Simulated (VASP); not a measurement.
Write the native input for VASP 6.6.1 that does the following.

* Task: single point
* Functional: r2SCAN
* Potentials or basis: VASP PAW PBE potentials, release 64 (C)
* Cutoff: 520 eV
* k mesh: 12 × 12 × 12
* Occupations: fermi-dirac, width 0.02 eV
* Spin: no spin polarisation
* Dipole correction: no
* Further INCAR settings: ALGO = Normal; EDIFF = 1e-06; NBANDS = 11

The system is C.

```xyz
2
Lattice="0.0000 1.7801 1.7801 1.7801 0.0000 1.7801 1.7801 1.7801 0.0000" Properties=species:S:1:pos:R:3 pbc="T T T"
C     0.0000    0.0000    0.0000
C     0.8901    0.8901    0.8901
```

The input as run:

POSCAR

```
C
1.0
    0.0000000000      1.7801243542      1.7801243542
    1.7801243542      0.0000000000      1.7801243542
    1.7801243542      1.7801243542      0.0000000000
C
2
Direct
    0.0000000000      0.0000000000      0.0000000000
    0.2500000000      0.2500000000      0.2500000000
```

INCAR.step1

```
ALGO     = Normal         # electronic algorithm
EDIFF    = 1E-4           # SCF threshold, eV
ENCUT    = 520            # plane-wave cutoff, eV
GGA      = PE             # functional
ISMEAR   = -1             # smearing method
LASPH    = True           # aspherical terms in the spheres
LCHARG   = False          # write CHGCAR
LREAL    = False          # projectors in reciprocal space
LWAVE    = True           # write WAVECAR
NBANDS   = 11             # bands
NELM     = 60             # most SCF steps
PREC     = Accurate       # precision mode
SIGMA    = 0.02           # smearing width, eV
```

INCAR.step2

```
ALGO     = Normal         # electronic algorithm
EDIFF    = 1E-6           # SCF threshold, eV
ENCUT    = 520            # plane-wave cutoff, eV
ISIF     = 2              # what is computed and relaxed
ISMEAR   = -1             # smearing method
ISTART   = 1            
LASPH    = True           # aspherical terms in the spheres
LCHARG   = True           # write CHGCAR
LELF     = True           # ELF
LMIXTAU  = True         
LREAL    = False          # projectors in reciprocal space
LVHAR    = True         
LWAVE    = False          # write WAVECAR
METAGGA  = R2SCAN         # meta-GGA
NBANDS   = 11             # bands
NELM     = 60             # most SCF steps
PREC     = Accurate       # precision mode
SIGMA    = 0.02           # smearing width, eV
```

KPOINTS

```
k-points
0
Gamma
  12 12 12
```

Potentials or basis: VASP PAW PBE potentials, release 64 (C).

Launch:

```sh
$ cat potpaw_PBE.64/C/POTCAR > POTCAR
$ cp INCAR.step1 INCAR
$ mpirun -np 1 vasp_std > vasp.out
$ cp INCAR.step2 INCAR
$ mpirun -np 1 vasp_std > vasp.out
```

Results of the run:

```
Pressure               : 1.1 GPa
Band gap on the k mesh : 4.36 eV, indirect (least direct gap 5.85 eV)
```

Caveat: the PAW data sets were made with another functional, which shifts forces and pressure a little.

Run time: 14 s on 1 thread of Intel(R) Xeon(R) 6975P-C (Granite Rapids) (shared host), peak memory 0.12 GiB.
